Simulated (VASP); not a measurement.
# Ca: relaxation of cell and atoms with PBE

The system is Ca.

```xyz
1
Lattice="0.0000 2.7837 2.7837 2.7837 0.0000 2.7837 2.7837 2.7837 0.0000" Properties=species:S:1:pos:R:3 pbc="T T T"
Ca    0.0000    0.0000    0.0000
```

| Quantity | Value |
| --- | --- |
| Program | VASP 6.6.1 |
| Task | relaxation of cell and atoms |
| Functional | PBE |
| Potentials or basis | VASP PAW PBE potentials, release 64 (Ca_sv) |
| Cutoff | 600 eV |
| k mesh | 12 × 12 × 12 |
| Occupations | fermi-dirac, width 0.08 eV |
| Spin | no spin polarisation |
| Target pressure | -0.37 GPa |
| Dipole correction | no |
| Further INCAR settings | ALGO = Normal; EDIFF = 1e-06; IBRION = 2; EDIFFG = -0.005; NSW = 60; ISIF = 3 |

```json
{
  "Pressure after relaxing": "-0.4 GPa",
  "Band gap on the k mesh": "zero (bands 5 and 6 overlap by 0.39 eV)"
}
```

Final structure:
```cif
data_structure
_symmetry_space_group_name_H-M 'P 1'
_symmetry_Int_Tables_number 1
_cell_length_a 3.9368
_cell_length_b 3.9368
_cell_length_c 3.9368
_cell_angle_alpha 60.000
_cell_angle_beta 60.000
_cell_angle_gamma 60.000
_cell_volume 43.14
loop_
_atom_site_label
_atom_site_type_symbol
_atom_site_fract_x
_atom_site_fract_y
_atom_site_fract_z
_atom_site_occupancy
Ca1 Ca 0.00000 0.00000 0.00000 1
```

Levels at points of the mesh, in eV from the Fermi level:
```csv
k point,band 3,band 4,band 5,band 6,band 7,band 8
"(0.00, 0.00, 0.00)",-22.98,-22.98,-3.99,2.31,2.31,2.31
"(0.50, 0.00, 0.00)",-23.00,-23.00,-0.98,-0.18,2.20,2.20
"(0.50, 0.50, 0.00)",-23.03,-23.03,-0.43,0.59,0.93,4.01
```

It took 37 s on 1 thread of Intel Xeon 8259CL, with other jobs on the host, peak memory 0.19 GiB.

Caveat: the cell is relaxed towards a set pressure, so the run minimises the enthalpy, not the energy.
